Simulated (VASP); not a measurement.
# Au in VASP: further runs

Runs on Au. Level: PBEsol. Tasks: single point.

Everything below comes from runs of VASP 6.6.1. Logs are shortened: lines on timing, memory, paths and dates and some standing lists are left out, and cuts for length are marked.

**1. The cell of the first run**

The cell holds a slab with vacuum, 5 atoms: a = 2.888 Å, b = 4.084 Å, c = 21.775 Å, α = 90.00°, β = 90.00°, γ = 90.00°.

**2. Single point, PBEsol**

INCAR reads:

```
SYSTEM = Au
PREC = Accurate ; ENCUT = 520
EDIFF = 1E-6 ; ISMEAR = -1
SIGMA = 0.08 ; LREAL = .FALSE.
LASPH = .TRUE. ; NELM = 100
ALGO = Normal ; ISIF = 2
LWAVE = .FALSE. ; LCHARG = .TRUE.
LDIPOL = .TRUE. ; IDIPOL = 3
DIPOL = 0.5 0.5 0.500 ; GGA = PS
LELF = .TRUE. ; LVHAR = .TRUE.
LVACPOTAV = .TRUE. ; NBANDS = 36
```

KPOINTS reads:

```
Automatic mesh
0
G
  14 10 1
  0 0 0
```

POSCAR reads:

```
Au
1.0
    2.8875555845      0.0000000000      0.0000000000
    0.0000000000      4.0836202698      0.0000000000
    0.0000000000      0.0000000000     21.7751000000
Au
5
Direct
    0.0000000000      0.0000000000      0.3673918567
    0.5000000000      0.5000000000      0.4336959281
    0.0000000000      0.0000000000      0.5000000000
    0.5000000000      0.5000000000      0.5663040719
    0.0000000000      0.0000000000      0.6326081433
```

Potentials or basis: VASP PAW PBE potentials, release 64 (Au).

Command:

```bash
> cat potpaw_PBE.64/Au/POTCAR > POTCAR
> mpirun -np 1 vasp_std > vasp.out
```

OUTCAR:

```text
SYSTEM = Au
   PREC = Accurate
   ENCUT = 520
   EDIFF = 1E-6
   ISMEAR = -1
   LREAL = .FALSE.
   LASPH = .TRUE.
   NELM = 100
   ISIF = 2
   GGA = PS

 ion  position               nearest neighbor table
   1  0.000  0.000  0.367-   2 2.89   2 2.89   2 2.89   2 2.89   3 2.89
   2  0.500  0.500  0.434-   1 2.89   1 2.89   1 2.89   1 2.89   3 2.89   3 2.89   3 2.89   3 2.89
                             4 2.89
   3  0.000  0.000  0.500-   1 2.89   5 2.89   4 2.89   2 2.89   2 2.89   4 2.89   2 2.89   4 2.89
                             2 2.89   4 2.89
   4  0.500  0.500  0.566-   5 2.89   5 2.89   5 2.89   5 2.89   3 2.89   3 2.89   3 2.89   3 2.89
                             2 2.89
   5  0.000  0.000  0.633-   4 2.89   4 2.89   4 2.89   4 2.89   3 2.89

  LATTYP: Found a simple orthorhombic cell.
 ALAT       =     2.8875555845
 B/A-ratio  =     1.4142135624
 C/A-ratio  =     7.5410150083

  Lattice vectors:

 A1 = (   2.8875555845,   0.0000000000,   0.0000000000)
 A2 = (   0.0000000000,   4.0836202698,   0.0000000000)
 A3 = (   0.0000000000,   0.0000000000,  21.7751000000)

Analysis of symmetry for initial positions (statically):
=====================================================================
 Subroutine PRICEL returns:
 Original cell was already a primitive cell.

 Routine SETGRP: Setting up the symmetry group for a
 simple orthorhombic supercell.

 Subroutine GETGRP returns: Found  8 space group operations
 (whereof  8 operations were pure point group operations)
 out of a pool of  8 trial point group operations.

The static configuration has the point symmetry D_2h.

Analysis of symmetry for dynamics (positions and initial velocities):
=====================================================================
 Subroutine PRICEL returns:
 Original cell was already a primitive cell.

 Routine SETGRP: Setting up the symmetry group for a
 simple orthorhombic supercell.

 Subroutine GETGRP returns: Found  8 space group operations
 (whereof  8 operations were pure point group operations)
 out of a pool of  8 trial point group operations.

The dynamic configuration has the point symmetry D_2h.

 Subroutine INISYM returns: Found  8 space group operations
 (whereof  8 operations are pure point group operations),
 and found     1 'primitive' translations

----------------------------------------------------------------------------------------

                                     Primitive cell

  volume of cell :     256.7650

  direct lattice vectors                    reciprocal lattice vectors
     2.887555584  0.000000000  0.000000000     0.346313680  0.000000000  0.000000000
     0.000000000  4.083620270  0.000000000     0.000000000  0.244880751  0.000000000
     0.000000000  0.000000000 21.775100000     0.000000000  0.000000000  0.045924014

  length of vectors
     2.887555584  4.083620270 21.775100000     0.346313680  0.244880751  0.045924014

  position of ions in fractional coordinates (direct lattice)
     0.000000000  0.000000000  0.367391857
     0.500000000  0.500000000  0.433695928
     0.000000000  0.000000000  0.500000000
     0.500000000  0.500000000  0.566304072
     0.000000000  0.000000000  0.632608143

  ion indices of the primitive-cell ions
   primitive index   ion index
                 1           1
                 2           2
                 3           3
                 4           4
                 5           5

----------------------------------------------------------------------------------------

 KPOINTS: Automatic mesh

Automatic generation of k-mesh.
 Grid dimensions read from file:
 generate k-points for:   14   10    1

 Generating k-lattice:

  Cartesian coordinates                     Fractional coordinates (reciprocal lattice)
     0.024736691  0.000000000  0.000000000     0.071428571  0.000000000  0.000000000
     0.000000000  0.024488075  0.000000000     0.000000000  0.100000000  0.000000000
     0.000000000  0.000000000  0.045924014     0.000000000  0.000000000  1.000000000

  Length of vectors
     0.024736691  0.024488075  0.045924014

  Shift w.r.t. Gamma in fractional coordinates (k-lattice)
     0.000000000  0.000000000  0.000000000

 Subroutine IBZKPT returns following result:
 ===========================================

 Found     48 irreducible k-points:

 Following reciprocal coordinates:
            Coordinates               Weight
  0.000000  0.000000  0.000000      1.000000
  0.071429  0.000000  0.000000      2.000000
  0.142857  0.000000  0.000000      2.000000
  0.214286  0.000000  0.000000      2.000000
  0.285714  0.000000  0.000000      2.000000
  0.357143  0.000000  0.000000      2.000000
[... 16 lines left out ...]
  0.428571  0.200000  0.000000      4.000000
  0.500000  0.200000  0.000000      2.000000
 [... further k-points ...]
   k-points           NKPTS =     48   k-points in BZ     NKDIM =     48   number of bands    NBANDS=     36
   number of dos      NEDOS =    301   number of ions     NIONS =      5
   total plane-waves  NPLWV = 116640
   dimension x,y,z NGX =    24 NGY =   30 NGZ =  162
   dimension x,y,z NGXF=    48 NGYF=   60 NGZF=  324
   ions per type =               5
   NGX,Y,Z   is equivalent  to a cutoff of  13.82, 12.21, 12.37 a.u.
   NGXF,Y,Z  is equivalent  to a cutoff of  27.64, 24.43, 24.74 a.u.
 SYSTEM =  Au
   PREC   = accura    normal or accurate (medium, high low for compatibility)
   ISTART =      0    job   : 0-new  1-cont  2-samecut
   ICHARG =      2    charge: 1-file 2-atom 10-const
   ISPIN  =      1    spin polarized calculation?
   LNONCOLLINEAR =      F non collinear calculations
   LSORBIT =      F    spin-orbit coupling
   LASPH  =      T    aspherical Exc in radial PAW
   ENCUT  =  520.0 eV  38.22 Ry    6.18 a.u.   5.37  7.59 40.49*2*pi/ulx,y,z
   NELM   =    100;   NELMIN=  2; NELMDL= -5     # of ELM steps
   EDIFF  = 0.1E-05   stopping-criterion for ELM
   LREAL  =      F    real-space projection
   EDIFFG = 0.1E-04   stopping-criterion for IOM
   NSW    =      0    number of steps for IOM
   IBRION =     -1    ionic relax: 0-MD 1-quasi-New 2-CG
   NFREE  =      0    steps in history (QN), initial steepest desc. (CG)
   ISIF   =      2    stress and relaxation
   ISYM   =      2    0-nonsym 1-usesym 2-fastsym
   POTIM  = 0.5000    time-step for ionic-motion
   TEBEG  =    0.0;   TEEND  =   0.0 temperature during run
   PSTRESS=    0.0 pullay stress
   NELECT =      55.0000    total number of electrons
   NUPDOWN=      -1.0000    fix difference up-down
   EMIN   =  10.00;   EMAX   =-10.00  energy-range for DOS
   EFERMI =   0.00;   METHOD = LEGACY
   ISMEAR =    -1;   SIGMA  =   0.08  broadening in eV -4-tet -1-fermi 0-gaus
   EFERMI_NEDOS =   21; number of points for ismear=-14 and -15
   IALGO  =     38    algorithm
   IMIX   =      4    mixing-type and parameters
     AMIX     =   0.40;   BMIX     =  1.00
     AMIX_MAG =   1.60;   BMIX_MAG =  1.00
  volume/ion in A,a.u.               =      51.35       346.55
  Fermi-wavevector in a.u.,A,eV,Ry     =   0.979529  1.851041 13.054466  0.959476
  Thomas-Fermi vector in A             =   2.110389
   LORBIT       =      0    0 simple, 1 ext, 2 COOP (PROOUT), +10 PAW based schemes
   GGA     = PS    functional components
   LHFCALC =     F    Hartree Fock is set to
   AEXX    =    0.0000 exact exchange contribution
   IVDW    =     0    specifies the selected vdW correction
   LEPSILON=     F    determine dielectric tensor
   LRPA    =     F    only Hartree local field effects (RPA)
 non-spin polarized calculation
  energy-cutoff  :      520.00
  volume of cell :      256.77
 maximum number of plane-waves:      6969
 NGX is ok and might be reduce to    24
   NGX = 11   NGY = 15   NGZ = 81

 number of electron      54.9999994 magnetization

 dipolmoment           0.000000      0.000000      0.000000 electrons x Angstroem

 Free energy of the ion-electron system (eV)
  ---------------------------------------------------
  ext. energy  EPLUGINS =         0.00000000
  ---------------------------------------------------
  free energy    TOTEN  =       -17.72480354 eV

  energy without entropy =      -17.69223294  energy(sigma->0) =      -17.70851824

 E-fermi :  -0.3848     XC(G=0):  -5.1304

 val. band max:       -0.4351653151   @ k =   0.2143   0.3000   0.0000
 cond. band min:      -0.3546178401   @ k =   0.5000   0.0000   0.0000
 fundamental gap:      0.0805474749
 Fermi energy:        -0.3847900778

 k-point     1 :       0.0000    0.0000    0.0000
  band No.  band energies     occupation
      1      -9.4345      2.00000
      2      -7.5617      2.00000
      3      -6.9524      2.00000
      4      -6.5474      2.00000
      5      -6.1764      2.00000
      6      -5.8194      2.00000
[... 28 lines left out ...]
     35       5.5608      0.00000
     36       6.1401      0.00000

 k-point     2 :       0.0714    0.0000    0.0000
  band No.  band energies     occupation
      1      -9.3172      2.00000
      2      -7.4580      2.00000
      3      -6.8551      2.00000
      4      -6.4969      2.00000
      5      -6.0704      2.00000
      6      -5.6880      2.00000
[... 28 lines left out ...]
     35       5.5616      0.00000
     36       6.2358      0.00000

 k-point     3 :       0.1429    0.0000    0.0000
  band No.  band energies     occupation
      1      -8.9772      2.00000
      2      -7.1901      2.00000
      3      -6.6169      2.00000
      4      -6.3323      2.00000
      5      -5.8021      2.00000
      6      -5.6111      2.00000
[... 28 lines left out ...]
     35       5.7261      0.00000
     36       6.4816      0.00000

 k-point     4 :       0.2143    0.0000    0.0000
  band No.  band energies     occupation
      1      -8.4533      2.00000
      2      -6.9085      2.00000
      3      -6.4220      2.00000
      4      -5.9932      2.00000
      5      -5.9156      2.00000
      6      -5.8947      2.00000
[... 28 lines left out ...]
     35       6.4075      0.00000
     36       6.6170      0.00000

 k-point     5 :       0.2857    0.0000    0.0000
  band No.  band energies     occupation
      1      -7.8217      2.00000
      2      -6.7991      2.00000
      3      -6.3738      2.00000
      4      -6.2002      2.00000
      5      -6.1977      2.00000
      6      -5.6543      2.00000
[... 655 lines left out ...]
 k-point    22 :       0.3571    0.2000    0.0000
  band No.  band energies     occupation
      1      -7.1465      2.00000
      2      -6.5737      2.00000
      3      -6.4673      2.00000
      4      -6.2902      2.00000
      5      -6.1046      2.00000
      6      -5.8323      2.00000
[... 28 lines left out ...]
     35       6.5530      0.00000
     36       7.4529      0.00000

 k-point    23 :       0.4286    0.2000    0.0000
  band No.  band energies     occupation
      1      -6.9051      2.00000
      2      -6.6386      2.00000
      3      -6.6241      2.00000
      4      -6.4568      2.00000
      5      -6.2226      2.00000
      6      -5.8697      2.00000
[... 28 lines left out ...]
     35       7.2763      0.00000
     36       7.3833      0.00000

 k-point    24 :       0.5000    0.2000    0.0000
  band No.  band energies     occupation
      1      -6.7976      2.00000
      2      -6.7260      2.00000
      3      -6.6664      2.00000
      4      -6.5154      2.00000
      5      -6.2727      2.00000
      6      -5.8755      2.00000
[... 28 lines left out ...]
     35       5.7163      0.00000
     36       7.1386      0.00000

 [... further k-points ...]
[... 5 lines left out ...]
  --------------------------------------------------------------------------------------
  -------------------------------------------------------------------------------------
  Total       -5.8236308     -3.5280759     -1.3735754     -0.0000000      0.0000000      0.0000000
  in kB      -36.3386303    -22.0146931     -8.5709158     -0.0000000      0.0000000      0.0000000
  external PRESSURE =     -22.3080797 kB  Pullay stress =       0.0000000 kB

 VOLUME and BASIS-vectors are now :
 -----------------------------------------------------------------------------
  energy-cutoff  :      520.00
  volume of cell :      256.77
      direct lattice vectors                 reciprocal lattice vectors
     2.887555584  0.000000000  0.000000000     0.346313680  0.000000000  0.000000000
     0.000000000  4.083620270  0.000000000     0.000000000  0.244880751  0.000000000
     0.000000000  0.000000000 21.775100000     0.000000000  0.000000000  0.045924014

 POSITION                                       TOTAL-FORCE (eV/Angst)
 -----------------------------------------------------------------------------------
      0.00000      0.00000      7.99999         0.000000      0.000000      0.503228
      1.44378      2.04181      9.44377         0.000000      0.000000     -0.553462
      0.00000      0.00000     10.88755         0.000000      0.000000      0.000000
      1.44378      2.04181     12.33133         0.000000     -0.000000      0.553462
      0.00000      0.00000     13.77511         0.000000      0.000000     -0.503228
 -----------------------------------------------------------------------------------
    total drift:                                0.000000      0.000000      0.000000

  FREE ENERGIE OF THE ION-ELECTRON SYSTEM (eV)
  ---------------------------------------------------
  free  energy   TOTEN  =       -17.7248035433 eV

  energy  without entropy=      -17.6922329441  energy(sigma->0) =      -17.70851824

 vacuum level on the upper side and lower side of the slab         4.704         4.704
```

Run time: 7.9 min. Hardware: 1 thread of Intel Xeon Platinum 8488C (Sapphire Rapids), shared host; peak memory 0.51 GiB.

Results:

```yaml
Free_energy: -17.7248 eV
Largest_force: 0.553 eV/Å
```

Forces in eV/Å, atoms in the order of the input:
```
Au   0.000  0.000  0.503
Au   0.000  0.000 -0.553
Au   0.000  0.000  0.000
Au   0.000  0.000  0.553
Au   0.000  0.000 -0.503
```

Caveat: the PAW data sets were made with another functional, which shifts forces and pressure a little; spin-orbit coupling is left out, which moves the levels of the heavy elements.

**3. Single point, PBEsol**

INCAR reads:

```
SYSTEM = Au
ALGO = Normal
DIPOL = 0.5 0.5 0.500
EDIFF = 1E-6
ENCUT = 520
GGA = PS
IDIPOL = 3
ISIF = 2
ISMEAR = -1
LASPH = .True.
LCHARG = .True.
LDIPOL = .True.
LELF = .True.
LREAL = .False.
LVACPOTAV = .True.
LVHAR = .True.
LWAVE = .False.
NBANDS = 36
NELM = 100
PREC = Accurate
SIGMA = 0.08
```

KPOINTS reads:

```
k-points
0
Gamma
  14 10 1
  0 0 0
```

POSCAR reads:

```
Au
1.0
    2.8875555845      0.0000000000      0.0000000000
    0.0000000000      4.0836202698      0.0000000000
    0.0000000000      0.0000000000     21.7751000000
Au
5
Direct
    0.0000000000      0.0000000000      0.3714169557
    0.5000000000      0.5000000000      0.4303530778
    0.0000000000      0.0000000000      0.5000000000
    0.5000000000      0.5000000000      0.5696469222
    0.0000000000      0.0000000000      0.6285830443
```

Potentials or basis: VASP PAW PBE potentials, release 64 (Au).

Command:

```bash
> cat potpaw_PBE.64/Au/POTCAR > POTCAR
> mpirun -np 1 vasp_std > vasp.out
```

Wall time 8.8 min (1 thread of Intel Xeon Platinum 8488C (Sapphire Rapids), shared host); peak memory 0.51 GiB.

It converged, with:

```
Free energy   : -17.8109 eV
Largest force : 0.010 eV/Å
```

Forces on the atoms (eV/Å):
```
Au   0.000  0.000  0.010
Au   0.000  0.000  0.003
Au   0.000  0.000  0.000
Au   0.000  0.000 -0.003
Au   0.000  0.000 -0.010
```

Levels at points of the mesh, in eV from the Fermi level:
```csv
k point,band 25,band 26,band 27,band 28,band 29,band 30,band 31,band 32
"(0.00, 0.00, 0.00)",-1.99,-1.76,-1.50,-1.22,0.64,2.45,3.63,4.94
"(0.50, 0.00, 0.00)",-1.54,0.01,0.12,0.58,0.82,1.75,3.71,4.58
"(0.00, 0.50, 0.00)",-1.90,-1.88,-1.88,-1.70,-1.35,0.07,0.78,1.94
"(0.50, 0.50, 0.00)",-1.54,0.35,0.60,2.93,3.15,3.25,3.33,3.43
```

Caveat: the PAW data sets were made with another functional, which shifts forces and pressure a little; spin-orbit coupling is left out, which moves the levels of the heavy elements.

[end of part 1 of 2]
